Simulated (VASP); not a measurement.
A run of VASP 6.6.1 is set up as follows.

File INCAR:

```
PREC     = Accurate       # precision mode
ENCUT    = 520            # plane-wave cutoff, eV
EDIFF    = 1E-7           # SCF threshold, eV
ISMEAR   = -1             # smearing method
SIGMA    = 0.05           # smearing width, eV
LREAL    = F              # projectors in reciprocal space
LASPH    = T              # aspherical terms in the spheres
NELM     = 150            # most SCF steps
ALGO     = Normal         # electronic algorithm
ISIF     = 2              # what is computed and relaxed
LWAVE    = F              # write WAVECAR
LCHARG   = F              # write CHGCAR
ISPIN    = 2              # spin polarisation
MAGMOM   = 0.332 0.332 0.332 0.134 # initial moments
LORBIT   = 11             # projections on sites
NUPDOWN  = 1.13           # fixed moment
LMAXMIX  = 4              # l up to which the mixer works
NBANDS   = 32             # bands
```

The input KPOINTS:

```
Automatic mesh
0
Gamma
  9 9 9
```

File POSCAR:

```
Ni3Pt
1.0
    3.6245667900      0.0000000000      0.0000000000
    0.0000000000      3.6245667900      0.0000000000
    0.0000000000      0.0000000000      3.6245667900
Ni Pt
3 1
Direct
    0.5000000000      0.0000000000      0.5000000000
    0.0000000000      0.5000000000      0.5000000000
    0.5000000000      0.5000000000      0.0000000000
    0.0000000000      0.0000000000      0.0000000000
```

Potentials or basis: VASP PAW LDA potentials, release 64 (Ni, Pt).

The run is started by

```console
$ cat potpaw_LDA.64/Ni/POTCAR potpaw_LDA.64/Pt/POTCAR > POTCAR
$ mpirun -np 1 vasp_std > vasp.out
```

**Question.** Predict the pressure.

**Answer.** -12.6 GPa.

Caveat: the cell stands under tension; the total moment is fixed, so each spin has its own Fermi level.
